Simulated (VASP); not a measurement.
# FeO (P-6m2) in VASP: a series of runs

Runs on FeO. Level: PBE. Tasks: single point.

All numbers are computed with VASP 6.6.1; they aren't measurements. Logs are shortened: lines on timing, memory, paths and dates and some standing lists are left out, and cuts for length are marked.

### 1 The cell of the first run

The structure is hexagonal, space group P-6m2 (No. 187). The conventional cell has a = 2.883 Å, b = 2.883 Å, c = 2.814 Å, α = 90.00°, β = 90.00°, γ = 120.00°. Fe (site symmetry -6m2) has 6 O at 2.18 Å and 8 Fe at 2.81 to 2.88 Å within 2.9 Å. O (site symmetry -6m2) has 6 Fe at 2.18 Å and 8 O at 2.81 to 2.88 Å within 2.9 Å.

### 2 Single point, PBE, collinear spin, ferromagnetic start

Input file INCAR:

```
SYSTEM = FeO
ALGO = Normal
EDIFF = 1E-7
ENCUT = 520
GGA = PE
ISIF = 2
ISMEAR = -1
ISPIN = 2
LASPH = .True.
LCHARG = .False.
LMAXMIX = 4
LORBIT = 11
LREAL = .False.
LWAVE = .False.
MAGMOM = 3 0
NBANDS = 18
NELM = 150
PREC = Accurate
SIGMA = 0.05
```

Input file KPOINTS:

```
k-points
0
Gamma
  10 10 9
  0 0 0
```

Input file POSCAR:

```
FeO
1.0
    2.8834223356      0.0000000000      0.0000000000
   -1.4417111629      2.4971169960      0.0000000000
    0.0000000000      0.0000000000      2.8140773371
Fe O
1 1
Direct
    0.0000000000      0.0000000000      0.0000000000
    0.6666666667      0.3333333333      0.5000000000
```

Potentials or basis: VASP PAW PBE potentials, release 64 (Fe, O).

Run with:

```sh
$ cat potpaw_PBE.64/Fe/POTCAR potpaw_PBE.64/O/POTCAR > POTCAR
$ mpirun -np 1 vasp_std > vasp.out
```

OUTCAR:

```text
SYSTEM = FeO
   EDIFF = 1E-7
   ENCUT = 520
   GGA = PE
   ISIF = 2
   ISMEAR = -1
   ISPIN = 2
   LASPH = .True.
   LORBIT = 11
   LREAL = .False.
   NELM = 150
   PREC = Accurate

 ion  position               nearest neighbor table
   1  0.000  0.000  0.000-   2 2.18   2 2.18   2 2.18   2 2.18   2 2.18   2 2.18
   2  0.667  0.333  0.500-   1 2.18   1 2.18   1 2.18   1 2.18   1 2.18   1 2.18

  LATTYP: Found a hexagonal cell.
 ALAT       =     2.8834223356
 C/A-ratio  =     0.9759504539

  Lattice vectors:

 A1 = (   2.8834223356,   0.0000000000,   0.0000000000)
 A2 = (  -1.4417111629,   2.4971169960,   0.0000000000)
 A3 = (   0.0000000000,   0.0000000000,   2.8140773371)

Analysis of symmetry for initial positions (statically):
=====================================================================
 Subroutine PRICEL returns:
 Original cell was already a primitive cell.

 Routine SETGRP: Setting up the symmetry group for a
 hexagonal supercell.

 Subroutine GETGRP returns: Found 12 space group operations
 (whereof 12 operations were pure point group operations)
 out of a pool of 24 trial point group operations.

The static configuration has the point symmetry D_3h.

Analysis of symmetry for dynamics (positions and initial velocities):
=====================================================================
 Subroutine PRICEL returns:
 Original cell was already a primitive cell.

 Routine SETGRP: Setting up the symmetry group for a
 hexagonal supercell.

 Subroutine GETGRP returns: Found 12 space group operations
 (whereof 12 operations were pure point group operations)
 out of a pool of 24 trial point group operations.

The dynamic configuration has the point symmetry D_3h.

Analysis of structural, dynamic, and magnetic symmetry:
=====================================================================
 Subroutine PRICEL returns:
 Original cell was already a primitive cell.

 Routine SETGRP: Setting up the symmetry group for a
 hexagonal supercell.

 Subroutine GETGRP returns: Found 12 space group operations
 (whereof 12 operations were pure point group operations)
 out of a pool of 24 trial point group operations.

The overall configuration has the point symmetry D_3h.

 Subroutine INISYM returns: Found 12 space group operations
 (whereof 12 operations are pure point group operations),
 and found     1 'primitive' translations

----------------------------------------------------------------------------------------

                                     Primitive cell

  volume of cell :      20.2620

  direct lattice vectors                    reciprocal lattice vectors
     2.883422336  0.000000000  0.000000000     0.346810104  0.200230906  0.000000000
    -1.441711163  2.497116996  0.000000000     0.000000000  0.400461813  0.000000000
     0.000000000  0.000000000  2.814077337     0.000000000  0.000000000  0.355356261

  length of vectors
     2.883422336  2.883422336  2.814077337     0.400461813  0.400461813  0.355356261

  position of ions in fractional coordinates (direct lattice)
     0.000000000  0.000000000  0.000000000
     0.666666667  0.333333333  0.500000000

  ion indices of the primitive-cell ions
   primitive index   ion index
                 1           1
                 2           2

----------------------------------------------------------------------------------------

 KPOINTS: k-points

Automatic generation of k-mesh.
 Grid dimensions read from file:
 generate k-points for:   10   10    9

 Generating k-lattice:

  Cartesian coordinates                     Fractional coordinates (reciprocal lattice)
     0.034681010  0.020023091  0.000000000     0.100000000  0.000000000  0.000000000
     0.000000000  0.040046181  0.000000000     0.000000000  0.100000000  0.000000000
     0.000000000  0.000000000  0.039484029     0.000000000  0.000000000  0.111111111

  Length of vectors
     0.040046181  0.040046181  0.039484029

  Shift w.r.t. Gamma in fractional coordinates (k-lattice)
     0.000000000  0.000000000  0.000000000

 Subroutine IBZKPT returns following result:
 ===========================================

 Found     70 irreducible k-points:

 Following reciprocal coordinates:
            Coordinates               Weight
  0.000000  0.000000  0.000000      1.000000
  0.100000 -0.000000  0.000000      6.000000
  0.200000 -0.000000  0.000000      6.000000
  0.300000  0.000000  0.000000      6.000000
  0.400000 -0.000000  0.000000      6.000000
  0.500000  0.000000  0.000000      3.000000
[... 16 lines left out ...]
  0.300000  0.100000  0.111111     24.000000
  0.400000  0.100000  0.111111     24.000000
 [... further k-points ...]
   k-points           NKPTS =     70   k-points in BZ     NKDIM =     70   number of bands    NBANDS=     18
   number of dos      NEDOS =    301   number of ions     NIONS =      2
   total plane-waves  NPLWV =  13824
   dimension x,y,z NGX =    24 NGY =   24 NGZ =   24
   dimension x,y,z NGXF=    48 NGYF=   48 NGZF=   48
   ions per type =               1   1
   NGX,Y,Z   is equivalent  to a cutoff of  13.84, 13.84, 14.18 a.u.
   NGXF,Y,Z  is equivalent  to a cutoff of  27.67, 27.67, 28.36 a.u.
 SYSTEM =  FeO
   PREC   = accura    normal or accurate (medium, high low for compatibility)
   ISTART =      0    job   : 0-new  1-cont  2-samecut
   ICHARG =      2    charge: 1-file 2-atom 10-const
   ISPIN  =      2    spin polarized calculation?
   LNONCOLLINEAR =      F non collinear calculations
   LSORBIT =      F    spin-orbit coupling
   LASPH  =      T    aspherical Exc in radial PAW
   ENCUT  =  520.0 eV  38.22 Ry    6.18 a.u.   5.36  5.36  5.23*2*pi/ulx,y,z
   NELM   =    150;   NELMIN=  2; NELMDL= -5     # of ELM steps
   EDIFF  = 0.1E-06   stopping-criterion for ELM
   LREAL  =      F    real-space projection
   EDIFFG = 0.1E-05   stopping-criterion for IOM
   NSW    =      0    number of steps for IOM
   IBRION =     -1    ionic relax: 0-MD 1-quasi-New 2-CG
   NFREE  =      0    steps in history (QN), initial steepest desc. (CG)
   ISIF   =      2    stress and relaxation
   ISYM   =      2    0-nonsym 1-usesym 2-fastsym
   POTIM  = 0.5000    time-step for ionic-motion
   TEBEG  =    0.0;   TEEND  =   0.0 temperature during run
   PSTRESS=    0.0 pullay stress
   NELECT =      14.0000    total number of electrons
   NUPDOWN=      -1.0000    fix difference up-down
   EMIN   =  10.00;   EMAX   =-10.00  energy-range for DOS
   EFERMI =   0.00;   METHOD = LEGACY
   ISMEAR =    -1;   SIGMA  =   0.05  broadening in eV -4-tet -1-fermi 0-gaus
   EFERMI_NEDOS =   21; number of points for ismear=-14 and -15
   IALGO  =     38    algorithm
   IMIX   =      4    mixing-type and parameters
     AMIX     =   0.40;   BMIX     =  1.00
     AMIX_MAG =   1.60;   BMIX_MAG =  1.00
  volume/ion in A,a.u.               =      10.13        68.37
  Fermi-wavevector in a.u.,A,eV,Ry     =   1.447293  2.734987 28.499538  2.094657
  Thomas-Fermi vector in A             =   2.565264
   LORBIT       =     11    0 simple, 1 ext, 2 COOP (PROOUT), +10 PAW based schemes
   GGA     = PE    functional components
   LHFCALC =     F    Hartree Fock is set to
   AEXX    =    0.0000 exact exchange contribution
   IVDW    =     0    specifies the selected vdW correction
   LEPSILON=     F    determine dielectric tensor
   LRPA    =     F    only Hartree local field effects (RPA)
 spin polarized calculation
  energy-cutoff  :      520.00
  volume of cell :       20.26
 maximum number of plane-waves:       569
 NGX is ok and might be reduce to    24
   NGX = 11   NGY = 11   NGZ = 11

 number of electron      14.0000003 magnetization       3.9993951

 Free energy of the ion-electron system (eV)
  ---------------------------------------------------
  ext. energy  EPLUGINS =         0.00000000
  ---------------------------------------------------
  free energy    TOTEN  =       -14.98170346 eV

  energy without entropy =      -14.98060567  energy(sigma->0) =      -14.98115457

 E-fermi :   5.3179     XC(G=0): -12.1325

 val. band max:        5.2818404127   @ k =   0.0000   0.0000   0.4444
 cond. band min:       5.3900741859   @ k =   0.1000  -0.0000   0.4444
 fundamental gap:      0.1082337732
 Fermi energy:         5.3179100008

 spin component 1

 k-point     1 :       0.0000    0.0000    0.0000
  band No.  band energies     occupation
      1     -14.6590      1.00000
      2       0.5051      1.00000
      3       0.5051      1.00000
      4       0.9233      1.00000
      5       1.7864      1.00000
      6       2.5454      1.00000
[... 10 lines left out ...]
     17      30.5193      0.00000
     18      34.7909      0.00000

 k-point     2 :       0.1000   -0.0000    0.0000
  band No.  band energies     occupation
      1     -14.5670      1.00000
      2       0.1759      1.00000
      3       0.5814      1.00000
      4       1.0144      1.00000
      5       1.3846      1.00000
      6       2.5314      1.00000
[... 10 lines left out ...]
     17      30.4170      0.00000
     18      34.6085      0.00000

 k-point     3 :       0.2000   -0.0000    0.0000
  band No.  band energies     occupation
      1     -14.3158      1.00000
      2      -0.5938      1.00000
      3       0.7925      1.00000
      4       0.8528      1.00000
      5       1.1888      1.00000
      6       2.4950      1.00000
[... 10 lines left out ...]
     17      31.5050      0.00000
     18      33.6937      0.00000

 k-point     4 :       0.3000    0.0000    0.0000
  band No.  band energies     occupation
      1     -13.9839      1.00000
      2      -1.4461      1.00000
      3       0.4404      1.00000
      4       1.0839      1.00000
      5       1.2708      1.00000
      6       2.4502      1.00000
[... 375 lines left out ...]
      4       0.8002      1.00000
      5       1.4811      1.00000
      6       2.3632      1.00000
[... 10 lines left out ...]
     17      32.0977      0.00000
     18      33.9516      0.00000

 k-point    23 :       0.3000    0.1000    0.1111
  band No.  band energies     occupation
      1     -13.7331      1.00000
      2      -1.6601      1.00000
      3       0.0224      1.00000
      4       0.7716      1.00000
      5       1.5474      1.00000
      6       2.4460      1.00000
[... 10 lines left out ...]
     17      31.8497      0.00000
     18      34.3578      0.00000

 k-point    24 :       0.4000    0.1000    0.1111
  band No.  band energies     occupation
      1     -13.5371      1.00000
      2      -2.0608      1.00000
      3      -0.0577      1.00000
      4       0.6985      1.00000
      5       1.5505      1.00000
      6       2.6325      1.00000
[... 10 lines left out ...]
     17      32.4658      0.00000
     18      34.4814      0.00000

 [... further k-points ...]

 spin component 2

 k-point     1 :       0.0000    0.0000    0.0000
  band No.  band energies     occupation
      1     -14.0520      1.00000
      2       2.1151      1.00000
      3       2.1151      1.00000
      4       2.3966      1.00000
      5       3.4908      1.00000
      6       6.6100      0.00000
[... 10 lines left out ...]
     17      31.5514      0.00000
     18      35.1464      0.00000

 k-point     2 :       0.1000   -0.0000    0.0000
  band No.  band energies     occupation
      1     -13.9569      1.00000
      2       1.5866      1.00000
      3       2.1392      1.00000
      4       2.3171      1.00000
      5       3.6020      1.00000
      6       6.4249      0.00000
[... 10 lines left out ...]
     17      31.3689      0.00000
     18      35.0546      0.00000

 k-point     3 :       0.2000   -0.0000    0.0000
  band No.  band energies     occupation
      1     -13.6971      1.00000
      2       0.5032      1.00000
      3       2.1312      1.00000
      4       2.1960      1.00000
      5       3.8521      1.00000
      6       6.2027      0.00000
[... 10 lines left out ...]
     17      31.8279      0.00000
     18      34.5771      0.00000

 k-point     4 :       0.3000    0.0000    0.0000
  band No.  band energies     occupation
      1     -13.3525      1.00000
      2      -0.5667      1.00000
      3       1.9351      1.00000
      4       2.2529      1.00000
      5       4.0132      1.00000
      6       6.1547      0.00000
[... 375 lines left out ...]
      4       2.0503      1.00000
      5       4.2856      1.00000
      6       5.9924      0.00000
[... 10 lines left out ...]
     17      32.7860      0.00000
     18      34.5409      0.00000

 k-point    23 :       0.3000    0.1000    0.1111
  band No.  band energies     occupation
      1     -13.0905      1.00000
      2      -0.8335      1.00000
      3       1.4366      1.00000
      4       1.8965      1.00000
      5       4.3503      1.00000
      6       6.0165      0.00000
[... 10 lines left out ...]
     17      32.5151      0.00000
     18      35.0713      0.00000

 k-point    24 :       0.4000    0.1000    0.1111
  band No.  band energies     occupation
      1     -12.8851      1.00000
      2      -1.3026      1.00000
      3       1.4288      1.00000
      4       1.7787      1.00000
      5       4.3447      1.00000
      6       6.2194      0.00000
[... 10 lines left out ...]
     17      33.0560      0.00000
     18      35.1705      0.00000

 [... further k-points ...]
[... 5 lines left out ...]
  --------------------------------------------------------------------------------------
  -------------------------------------------------------------------------------------
  Total       -0.7235060     -0.7235060     -1.2996761     -0.0000000     -0.0000000      0.0000000
  in kB      -57.2096796    -57.2096797   -102.7690985     -0.0000001     -0.0000000      0.0000000
  external PRESSURE =     -72.3961526 kB  Pullay stress =       0.0000000 kB

 VOLUME and BASIS-vectors are now :
 -----------------------------------------------------------------------------
  energy-cutoff  :      520.00
  volume of cell :       20.26
      direct lattice vectors                 reciprocal lattice vectors
     2.883422336  0.000000000  0.000000000     0.346810104  0.200230906  0.000000000
    -1.441711163  2.497116996  0.000000000     0.000000000  0.400461813  0.000000000
     0.000000000  0.000000000  2.814077337     0.000000000  0.000000000  0.355356261

 POSITION                                       TOTAL-FORCE (eV/Angst)
 -----------------------------------------------------------------------------------
      0.00000      0.00000      0.00000        -0.000000     -0.000000      0.000000
      1.44171      0.83237      1.40704         0.000000      0.000000      0.000000
 -----------------------------------------------------------------------------------
    total drift:                               -0.000000      0.000000      0.000000

  FREE ENERGIE OF THE ION-ELECTRON SYSTEM (eV)
  ---------------------------------------------------
  free  energy   TOTEN  =       -14.9817034628 eV

  energy  without entropy=      -14.9806056707  energy(sigma->0) =      -14.98115457

 total charge

# of ion       s       p       d       tot
------------------------------------------
    1        0.294   0.374   6.050   6.718
    2        1.559   3.406   0.000   4.965
--------------------------------------------------
tot          1.854   3.780   6.050  11.683

 magnetization (x)

# of ion       s       p       d       tot
------------------------------------------
    1        0.012   0.007   3.557   3.575
    2        0.028   0.326   0.000   0.355
--------------------------------------------------
tot          0.040   0.333   3.557   3.930
```

Wall time 21 s (1 thread of Intel Xeon 6975P-C (Granite Rapids), shared host); peak memory 0.17 GiB.

What came out:

```
Free energy                                           : -14.9817 eV
Pressure                                              : -7.2 GPa
Band gap on the k mesh                                : zero (filled and empty bands overlap)
Net moment                                            : 4.00 μB per cell
Site moments                                          : Fe +3.58; O +0.35 μB
Valence electrons inside the program's atomic spheres : Fe 6.72; O 4.96
```

Stress tensor (GPa, compression positive):
```
 -5.72   0.00   0.00
  0.00  -5.72   0.00
  0.00   0.00 -10.28
```

Caveat: a cell with one magnetic atom can't hold antiferromagnetic order, which such compounds often take; semilocal functionals often make such compounds metallic where correlation or magnetic order opens a gap, which also shifts bond lengths. With open d or f shells a metallic result of PBE can be an artefact of self-interaction; +U or a hybrid may open a gap.

(Part 1 of 3 ends here.)
